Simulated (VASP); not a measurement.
# Cs2Ti in VASP: further runs

The runs below take Cs2Ti through single point, with PBE.

All numbers are computed with VASP 6.6.1; they aren't measurements. Logs are shortened: lines on timing, memory, paths and dates and some standing lists are left out, and cuts for length are marked.

## Step 1: The cell of the first run

The structure is tetragonal, space group P4/mmm (No. 123). Conventional cell: a = 6.947 Å, b = 6.947 Å, c = 3.679 Å, α = 90.00°, β = 90.00°, γ = 90.00°. Within 5.0 Å of Cs (site symmetry mmm) lie 6 Cs at 3.68 to 4.91 Å and 4 Ti at 3.93 Å. Within 4.8 Å of Ti (site symmetry 4/mmm) lie 2 Ti at 3.68 Å and 8 Cs at 3.93 Å.

The cell was generated, and may not be a known phase.

## Step 2: Single point, PBE

Input file INCAR:

```
SYSTEM = Cs2Ti
PREC = Accurate ; ENCUT = 520
EDIFF = 1E-7 ; ISMEAR = 0
SIGMA = 0.1 ; LREAL = .FALSE.
LASPH = .TRUE. ; NELM = 60
ALGO = Normal ; ISIF = 2
LWAVE = .FALSE. ; LCHARG = .FALSE.
GGA = PE ; NBANDS = 22
```

Input file KPOINTS:

```
Automatic mesh
0
G
  4 4 6
  0 0 0
```

Input file POSCAR:

```
Cs2Ti
1.0
    6.9468033879      0.0000000000      0.0000000000
    0.0000000000      6.9468033879      0.0000000000
    0.0000000000      0.0000000000      3.6791293806
Cs Ti
2 1
Direct
    0.0000000000      0.5000000000      0.5000000000
    0.5000000000      0.0000000000      0.5000000000
    0.5000000000      0.5000000000      0.0000000000
```

Potentials or basis: VASP PAW PBE potentials, release 64 (Cs_sv, Ti_sv).

Command:

```
cat potpaw_PBE.64/Cs_sv/POTCAR potpaw_PBE.64/Ti_sv/POTCAR > POTCAR
mpirun -np 1 vasp_std > vasp.out
```

OUTCAR:

```text
SYSTEM = Cs2Ti
   PREC = Accurate
   ENCUT = 520
   EDIFF = 1E-7
   ISMEAR = 0
   LREAL = .FALSE.
   LASPH = .TRUE.
   NELM = 60
   ISIF = 2
   GGA = PE

 ion  position               nearest neighbor table
   1  0.000  0.500  0.500-
   2  0.500  0.000  0.500-
   3  0.500  0.500  0.000-

  LATTYP: Found a simple tetragonal cell.
 ALAT       =     6.9468033879
 C/A-ratio  =     0.5296147271

  Lattice vectors:

 A1 = (   6.9468033879,   0.0000000000,   0.0000000000)
 A2 = (   0.0000000000,   6.9468033879,   0.0000000000)
 A3 = (   0.0000000000,   0.0000000000,   3.6791293806)

Analysis of symmetry for initial positions (statically):
=====================================================================
 Subroutine PRICEL returns:
 Original cell was already a primitive cell.

 Routine SETGRP: Setting up the symmetry group for a
 simple tetragonal supercell.

 Subroutine GETGRP returns: Found 16 space group operations
 (whereof 16 operations were pure point group operations)
 out of a pool of 16 trial point group operations.

The static configuration has the point symmetry D_4h.

Analysis of symmetry for dynamics (positions and initial velocities):
=====================================================================
 Subroutine PRICEL returns:
 Original cell was already a primitive cell.

 Routine SETGRP: Setting up the symmetry group for a
 simple tetragonal supercell.

 Subroutine GETGRP returns: Found 16 space group operations
 (whereof 16 operations were pure point group operations)
 out of a pool of 16 trial point group operations.

The dynamic configuration has the point symmetry D_4h.

 Subroutine INISYM returns: Found 16 space group operations
 (whereof 16 operations are pure point group operations),
 and found     1 'primitive' translations

----------------------------------------------------------------------------------------

                                     Primitive cell

  volume of cell :     177.5477

  direct lattice vectors                    reciprocal lattice vectors
     6.946803388  0.000000000  0.000000000     0.143951102  0.000000000  0.000000000
     0.000000000  6.946803388  0.000000000     0.000000000  0.143951102  0.000000000
     0.000000000  0.000000000  3.679129381     0.000000000  0.000000000  0.271803434

  length of vectors
     6.946803388  6.946803388  3.679129381     0.143951102  0.143951102  0.271803434

  position of ions in fractional coordinates (direct lattice)
     0.000000000  0.500000000  0.500000000
     0.500000000  0.000000000  0.500000000
     0.500000000  0.500000000  0.000000000

  ion indices of the primitive-cell ions
   primitive index   ion index
                 1           1
                 2           2
                 3           3

----------------------------------------------------------------------------------------

 KPOINTS: Automatic mesh

Automatic generation of k-mesh.
 Grid dimensions read from file:
 generate k-points for:    4    4    6

 Generating k-lattice:

  Cartesian coordinates                     Fractional coordinates (reciprocal lattice)
     0.035987775  0.000000000  0.000000000     0.250000000  0.000000000  0.000000000
     0.000000000  0.035987775  0.000000000     0.000000000  0.250000000  0.000000000
     0.000000000  0.000000000  0.045300572     0.000000000  0.000000000  0.166666667

  Length of vectors
     0.035987775  0.035987775  0.045300572

  Shift w.r.t. Gamma in fractional coordinates (k-lattice)
     0.000000000  0.000000000  0.000000000

 Subroutine IBZKPT returns following result:
 ===========================================

 Found     24 irreducible k-points:

 Following reciprocal coordinates:
            Coordinates               Weight
  0.000000  0.000000  0.000000      1.000000
  0.250000  0.000000  0.000000      4.000000
  0.500000  0.000000  0.000000      2.000000
  0.250000  0.250000  0.000000      4.000000
  0.500000  0.250000  0.000000      4.000000
  0.500000  0.500000  0.000000      1.000000
[... 16 lines left out ...]
  0.500000  0.250000  0.500000      4.000000
  0.500000  0.500000  0.500000      1.000000
   k-points           NKPTS =     24   k-points in BZ     NKDIM =     24   number of bands    NBANDS=     22
   number of dos      NEDOS =    301   number of ions     NIONS =      3
   total plane-waves  NPLWV =  81648
   dimension x,y,z NGX =    54 NGY =   54 NGZ =   28
   dimension x,y,z NGXF=   108 NGYF=  108 NGZF=   56
   ions per type =               2   1
   NGX,Y,Z   is equivalent  to a cutoff of  12.92, 12.92, 12.65 a.u.
   NGXF,Y,Z  is equivalent  to a cutoff of  25.85, 25.85, 25.30 a.u.
 SYSTEM =  Cs2Ti
   PREC   = accura    normal or accurate (medium, high low for compatibility)
   ISTART =      0    job   : 0-new  1-cont  2-samecut
   ICHARG =      2    charge: 1-file 2-atom 10-const
   ISPIN  =      1    spin polarized calculation?
   LNONCOLLINEAR =      F non collinear calculations
   LSORBIT =      F    spin-orbit coupling
   LASPH  =      T    aspherical Exc in radial PAW
   ENCUT  =  520.0 eV  38.22 Ry    6.18 a.u.  12.92 12.92  6.84*2*pi/ulx,y,z
   NELM   =     60;   NELMIN=  2; NELMDL= -5     # of ELM steps
   EDIFF  = 0.1E-06   stopping-criterion for ELM
   LREAL  =      F    real-space projection
   EDIFFG = 0.1E-05   stopping-criterion for IOM
   NSW    =      0    number of steps for IOM
   IBRION =     -1    ionic relax: 0-MD 1-quasi-New 2-CG
   NFREE  =      0    steps in history (QN), initial steepest desc. (CG)
   ISIF   =      2    stress and relaxation
   ISYM   =      2    0-nonsym 1-usesym 2-fastsym
   POTIM  = 0.5000    time-step for ionic-motion
   TEBEG  =    0.0;   TEEND  =   0.0 temperature during run
   PSTRESS=    0.0 pullay stress
   NELECT =      30.0000    total number of electrons
   NUPDOWN=      -1.0000    fix difference up-down
   EMIN   =  10.00;   EMAX   =-10.00  energy-range for DOS
   EFERMI =   0.00;   METHOD = LEGACY
   ISMEAR =     0;   SIGMA  =   0.10  broadening in eV -4-tet -1-fermi 0-gaus
   EFERMI_NEDOS =   21; number of points for ismear=-14 and -15
   IALGO  =     38    algorithm
   IMIX   =      4    mixing-type and parameters
     AMIX     =   0.40;   BMIX     =  1.00
     AMIX_MAG =   1.60;   BMIX_MAG =  1.00
  volume/ion in A,a.u.               =      59.18       399.38
  Fermi-wavevector in a.u.,A,eV,Ry     =   0.905059  1.710314 11.144965  0.819132
  Thomas-Fermi vector in A             =   2.028581
   LORBIT       =      0    0 simple, 1 ext, 2 COOP (PROOUT), +10 PAW based schemes
   GGA     = PE    functional components
   LHFCALC =     F    Hartree Fock is set to
   AEXX    =    0.0000 exact exchange contribution
   IVDW    =     0    specifies the selected vdW correction
   LEPSILON=     F    determine dielectric tensor
   LRPA    =     F    only Hartree local field effects (RPA)
 non-spin polarized calculation
 Gauss-broadening in eV      SIGMA  =   0.10
  energy-cutoff  :      520.00
  volume of cell :      177.55
 maximum number of plane-waves:      4832
 NGX is ok and might be reduce to    54

 number of electron      29.9999999 magnetization

 Free energy of the ion-electron system (eV)
  ---------------------------------------------------
  ext. energy  EPLUGINS =         0.00000000
  ---------------------------------------------------
  free energy    TOTEN  =        -5.43319352 eV

  energy without entropy =       -5.36378261  energy(sigma->0) =       -5.39848807

 E-fermi :   1.7937     XC(G=0):  -6.9849

 val. band max:        1.7900630110   @ k =   0.5000   0.2500   0.1667
 cond. band min:       1.8163188706   @ k =   0.5000   0.0000   0.1667
 fundamental gap:      0.0262558596
 Fermi energy:         1.7936608508

 k-point     1 :       0.0000    0.0000    0.0000
  band No.  band energies     occupation
      1     -55.7288      2.00000
      2     -32.0163      2.00000
      3     -32.0163      2.00000
      4     -31.9043      2.00000
      5     -21.5045      2.00000
      6     -21.4852      2.00000
[... 14 lines left out ...]
     21       3.4263      0.00000
     22       3.8034      0.00000

 k-point     2 :       0.2500    0.0000    0.0000
  band No.  band energies     occupation
      1     -55.7288      2.00000
      2     -32.0163      2.00000
      3     -32.0163      2.00000
      4     -31.9043      2.00000
      5     -21.5016      2.00000
      6     -21.4879      2.00000
[... 14 lines left out ...]
     21       3.1363      0.00000
     22       3.8357      0.00000

 k-point     3 :       0.5000    0.0000    0.0000
  band No.  band energies     occupation
      1     -55.7288      2.00000
      2     -32.0163      2.00000
      3     -32.0163      2.00000
      4     -31.9043      2.00000
      5     -21.4948      2.00000
      6     -21.4944      2.00000
[... 14 lines left out ...]
     21       2.9949      0.00000
     22       3.6290      0.00000

 k-point     4 :       0.2500    0.2500    0.0000
  band No.  band energies     occupation
      1     -55.7288      2.00000
      2     -32.0163      2.00000
      3     -32.0163      2.00000
      4     -31.9043      2.00000
      5     -21.4994      2.00000
      6     -21.4898      2.00000
[... 14 lines left out ...]
     21       3.0883      0.00000
     22       3.8281      0.00000

 k-point     5 :       0.5000    0.2500    0.0000
  band No.  band energies     occupation
      1     -55.7288      2.00000
      2     -32.0163      2.00000
      3     -32.0163      2.00000
      4     -31.9043      2.00000
      5     -21.4946      2.00000
      6     -21.4944      2.00000
[... 14 lines left out ...]
     21       2.9946      0.00000
     22       3.7957      0.00000

 k-point     6 :       0.5000    0.5000    0.0000
  band No.  band energies     occupation
      1     -55.7288      2.00000
      2     -32.0164      2.00000
      3     -32.0164      2.00000
      4     -31.9043      2.00000
      5     -21.4944      2.00000
      6     -21.4944      2.00000
[... 14 lines left out ...]
     21       3.0384      0.00000
     22       3.7732      0.00000

 k-point     7 :       0.0000    0.0000    0.1667
  band No.  band energies     occupation
      1     -55.7283      2.00000
      2     -32.0157      2.00000
      3     -32.0157      2.00000
      4     -31.9115      2.00000
      5     -21.4503      2.00000
      6     -21.4316      2.00000
[... 324 lines left out ...]
      6     -21.2653      2.00000
[... 14 lines left out ...]
     21       3.6227      0.00000
     22       3.9490      0.00000

 k-point    21 :       0.5000    0.0000    0.5000
  band No.  band energies     occupation
      1     -55.7271      2.00000
      2     -32.0138      2.00000
      3     -32.0138      2.00000
      4     -31.9331      2.00000
      5     -21.2713      2.00000
      6     -21.2712      2.00000
[... 14 lines left out ...]
     21       3.6285      0.00000
     22       3.7718      0.00000

 k-point    22 :       0.2500    0.2500    0.5000
  band No.  band energies     occupation
      1     -55.7271      2.00000
      2     -32.0138      2.00000
      3     -32.0138      2.00000
      4     -31.9331      2.00000
      5     -21.2754      2.00000
      6     -21.2671      2.00000
[... 14 lines left out ...]
     21       3.4984      0.00000
     22       4.2560      0.00000

 k-point    23 :       0.5000    0.2500    0.5000
  band No.  band energies     occupation
      1     -55.7271      2.00000
      2     -32.0138      2.00000
      3     -32.0138      2.00000
      4     -31.9331      2.00000
      5     -21.2713      2.00000
      6     -21.2712      2.00000
[... 14 lines left out ...]
     21       3.7489      0.00000
     22       3.9569      0.00000

 k-point    24 :       0.5000    0.5000    0.5000
  band No.  band energies     occupation
      1     -55.7271      2.00000
      2     -32.0138      2.00000
      3     -32.0138      2.00000
      4     -31.9331      2.00000
      5     -21.2713      2.00000
      6     -21.2713      2.00000
[... 14 lines left out ...]
     21       4.5927      0.00000
     22       4.5927      0.00000

------------------------ aborting loop because EDIFF is reached ----------------------------------------

  FORCE on cell =-STRESS in cart. coord.  units (eV):
  Direction    XX          YY          ZZ          XY          YZ          ZX
  --------------------------------------------------------------------------------------
  -------------------------------------------------------------------------------------
  Total        0.2643445      0.2643445      0.2243236      0.0000000     -0.0000000      0.0000000
  in kB        2.3854252      2.3854252      2.0242791      0.0000000     -0.0000000      0.0000000
  external PRESSURE =       2.2650432 kB  Pullay stress =       0.0000000 kB

 VOLUME and BASIS-vectors are now :
 -----------------------------------------------------------------------------
  energy-cutoff  :      520.00
  volume of cell :      177.55
      direct lattice vectors                 reciprocal lattice vectors
     6.946803388  0.000000000  0.000000000     0.143951102  0.000000000  0.000000000
     0.000000000  6.946803388  0.000000000     0.000000000  0.143951102  0.000000000
     0.000000000  0.000000000  3.679129381     0.000000000  0.000000000  0.271803434

 POSITION                                       TOTAL-FORCE (eV/Angst)
 -----------------------------------------------------------------------------------
      0.00000      3.47340      1.83956         0.000000      0.000000      0.000000
      3.47340      0.00000      1.83956         0.000000      0.000000      0.000000
      3.47340      3.47340      0.00000         0.000000      0.000000      0.000000
 -----------------------------------------------------------------------------------
    total drift:                                0.000000      0.000000      0.000000

  FREE ENERGIE OF THE ION-ELECTRON SYSTEM (eV)
  ---------------------------------------------------
  free  energy   TOTEN  =        -5.4331935198 eV

  energy  without entropy=       -5.3637826130  energy(sigma->0) =       -5.39848807
```

It took 90 s on 1 thread of Intel Xeon Platinum 8488C (Sapphire Rapids), shared host; peak memory 0.3 GiB.

What came out:

```yaml
Free_energy: -5.4332 eV
Pressure: 0.2 GPa
Band_gap_on_the_k_mesh: zero (bands 15 and 16 overlap by 0.46 eV)
```

Levels at points of the mesh, in eV from the Fermi level:
```
           k point  band 13  band 14  band 15  band 16  band 17  band 18
(0.00, 0.00, 0.00)    -2.87    -0.57    -0.32    -0.06     0.33     0.83
(0.50, 0.00, 0.00)    -2.26    -0.58    -0.19    -0.11     0.34     0.83
(0.50, 0.50, 0.00)    -1.58    -0.51    -0.51     0.00     0.13     0.44
(0.00, 0.00, 0.50)    -0.11    -0.08     0.14     0.14     0.33     0.41
(0.50, 0.00, 0.50)    -0.83    -0.27     0.09     0.16     0.39     0.54
(0.50, 0.50, 0.50)    -1.23    -0.34    -0.34    -0.19    -0.02     1.24
```

Caveat: spin-orbit coupling is left out, which moves the levels of the heavy elements.

## Step 3: Single point, PBE

This run uses another cell than the first one: it holds 6 atoms, not 3.

Input file INCAR:

```
PREC     = Accurate       # precision mode
ENCUT    = 520            # plane-wave cutoff, eV
EDIFF    = 1E-6           # SCF threshold, eV
ISMEAR   = 0              # smearing method
SIGMA    = 0.1            # smearing width, eV
LREAL    = False          # projectors in reciprocal space
LASPH    = True           # aspherical terms in the spheres
NELM     = 100            # most SCF steps
ALGO     = Fast           # electronic algorithm
ISIF     = 2              # what is computed and relaxed
LWAVE    = False          # write WAVECAR
LCHARG   = False          # write CHGCAR
GGA      = PE             # functional
NBANDS   = 39             # bands
```

Input file KPOINTS:

```
regular mesh
0
Gamma
  4 4 4
```

Input file POSCAR:

```
Cs2Ti
1.0
    9.8242635663      0.0000000000      0.0000000000
    0.0000000000      9.8242635663      0.0000000000
    0.0000000000      0.0000000000      3.6791293806
Cs Ti
4 2
Direct
    0.2500000000      0.2500000000      0.5000000000
    0.7500000000      0.2500000000      0.5000000000
    0.2500000000      0.7500000000      0.5000000000
    0.7500000000      0.7500000000      0.5000000000
    0.0000000000      0.5000000000     -0.0007206129
    0.5000000000      0.0000000000      1.0007206129
```

Potentials or basis: VASP PAW PBE potentials, release 64 (Cs_sv, Ti_sv).

Command:

```
cat potpaw_PBE.64/Cs_sv/POTCAR potpaw_PBE.64/Ti_sv/POTCAR > POTCAR
mpirun -np 1 vasp_std > vasp.out
```

It took 16 min on 1 thread of Intel Xeon Platinum 8488C (Sapphire Rapids), shared host; peak memory 0.56 GiB.

It converged, with:

* Free energy: -10.8563 eV
* Pressure: 0.2 GPa
* Band gap on the k mesh: zero (bands 30 and 31 overlap by 0.21 eV)

Stress tensor (GPa, compression positive):
```
0.30 0.00 0.00
0.00 0.30 0.00
0.00 0.00 0.11
```

Levels at points of the mesh, in eV from the Fermi level:
```
           k point  band 26  band 27  band 28  band 29  band 30  band 31  band 32  band 33  band 34  band 35
(0.00, 0.00, 0.00)    -1.61    -0.61    -0.54    -0.54    -0.33    -0.07    -0.01     0.10     0.29     0.45
(0.50, 0.00, 0.00)    -2.39    -0.46    -0.46    -0.16    -0.16    -0.15    -0.15     0.31     0.31     0.67
(0.50, 0.50, 0.00)    -2.29    -0.62    -0.62    -0.22    -0.22    -0.11    -0.11     0.34     0.34     0.81
(0.00, 0.00, 0.50)    -0.37    -0.37    -0.21    -0.14    -0.10    -0.02     0.10     0.10     0.33     0.39
(0.50, 0.00, 0.50)    -0.85    -0.30    -0.30    -0.13    -0.13     0.05     0.05     0.10     0.10     0.66
(0.50, 0.50, 0.50)    -0.85    -0.31    -0.31     0.05     0.05     0.16     0.16     0.39     0.50     0.50
```

Caveat: the k points lie up to 0.43 Å⁻¹ apart; spin-orbit coupling is left out, which moves the levels of the heavy elements.

The gap in the log of VASP goes by the Fermi energy; the results here count the filled bands.